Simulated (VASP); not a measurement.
The system is Cr3Ni.

```xyz
4
Lattice="0.0000 2.8799 2.8799 2.8799 0.0000 2.8799 2.8799 2.8799 0.0000" Properties=species:S:1:pos:R:3 pbc="T T T"
Cr    4.3199    4.3199    4.3199
Cr    1.4400    1.4400    1.4400
Cr    2.8799    2.8799    2.8799
Ni    0.0000    0.0000    0.0000
```

Base run:

* Program: VASP 6.6.1
* Functional: r2SCAN
* Potentials or basis: VASP PAW PBE potentials, release 64 (Cr_pv, Ni)
* Cutoff: 520 eV
* k mesh: 7 × 7 × 7
* Occupations: fermi-dirac, width 0.05 eV
* Spin: no spin polarisation

Its results: pressure -13.9 GPa.

Problem. The run is repeated on the same cell with these changes: spin from no spin polarisation to collinear spin, ferromagnetic start; further incar settings from ALGO = Normal; EDIFF = 1e-06; NBANDS = 31 to ALGO = Normal; EDIFF = 1e-06; NBANDS = 35. What comes out?

Solution. Pressure 9.1 GPa; net moment 4.07 μB per cell; site moments Cr +2.77, -2.32 (each value once); Ni +0.82 μB.

Caveats: the PAW data sets were made with another functional, which shifts forces and pressure a little; the cell stands under tension (at least some runs); the cell stands under pressure (at least some runs).
